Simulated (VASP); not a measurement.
Here is a VASP 6.6.1 calculation.

The input INCAR:

```
PREC = Accurate
ENCUT = 520
EDIFF = 1E-7
ISMEAR = 0
SIGMA = 0.1
LREAL = F
LASPH = T
NELM = 60
ALGO = Normal
ISIF = 2
LWAVE = F
LCHARG = F
GGA = PE
NBANDS = 39
```

The input KPOINTS:

```
Automatic mesh
0
Gamma
  4 4 4
```

File POSCAR:

```
Zn2S
1.0
    3.9536698300      0.0000000000      0.0000000000
    0.0000000000      3.9536698300      0.0000000000
    0.0000000000      0.0000000000      5.8939191600
Zn S
4 2
Direct
    0.0000000000      0.0000000000      0.0000000000
    0.5000000000      0.5000000000      0.0000000000
    0.5000000000      0.0000000000      0.2621431600
    0.0000000000      0.5000000000      0.7378568400
    0.5000000000      0.0000000000      0.7019222400
    0.0000000000      0.5000000000      0.2980777600
```

Potentials or basis: VASP PAW PBE potentials, release 64 (Zn, S).

Launch:

```sh
$ cat potpaw_PBE.64/Zn/POTCAR potpaw_PBE.64/S/POTCAR > POTCAR
$ mpirun -np 1 vasp_std > vasp.out
```

Q: Predict the largest force.

A: 2.074 eV/Å.

Q: Estimate the pressure.

A: 12.8 GPa.

Forces on the atoms (eV/Å):
```
Zn   0.000  0.000  0.000
Zn   0.000  0.000  0.000
Zn   0.000  0.000  2.074
Zn   0.000  0.000 -2.074
S    0.000  0.000 -1.746
S    0.000  0.000  1.746
```

Caveat: the k points lie up to 0.40 Å⁻¹ apart; forces of over 1 eV/Å act on the atoms, so gaps and moduli don't describe the material at rest.
